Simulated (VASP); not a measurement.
Here is a VASP 6.6.1 calculation.

INCAR

```
PREC = Accurate
ENCUT = 520
EDIFF = 1E-6
ISMEAR = -1
SIGMA = 0.1
LREAL = False
LASPH = True
NELM = 100
ALGO = Normal
ISIF = 2
LWAVE = False
LCHARG = False
GGA = PE
NBANDS = 11
```

KPOINTS

```
regular mesh
0
Gamma
  9 9 9
```

The input POSCAR:

```
Ba
1.0
   -2.5124914082      2.5124914082      2.5124914082
    2.5124914082     -2.5124914082      2.5124914082
    2.5124914082      2.5124914082     -2.5124914082
Ba
1
Direct
    0.0000000000      0.0000000000      0.0000000000
```

Potentials or basis: VASP PAW PBE potentials, release 64 (Ba_sv).

Command:

```console
$ cat potpaw_PBE.64/Ba_sv/POTCAR > POTCAR
$ mpirun -np 1 vasp_std > vasp.out
```

What does it give for the pressure?

0.1 GPa.

What does it give for the band gap on the k mesh?

Zero (band 5 reaches 2.07 eV, above the bottom of band 6 at 1.16 eV).

Caveat: spin-orbit coupling is left out, which moves the levels of the heavy elements.
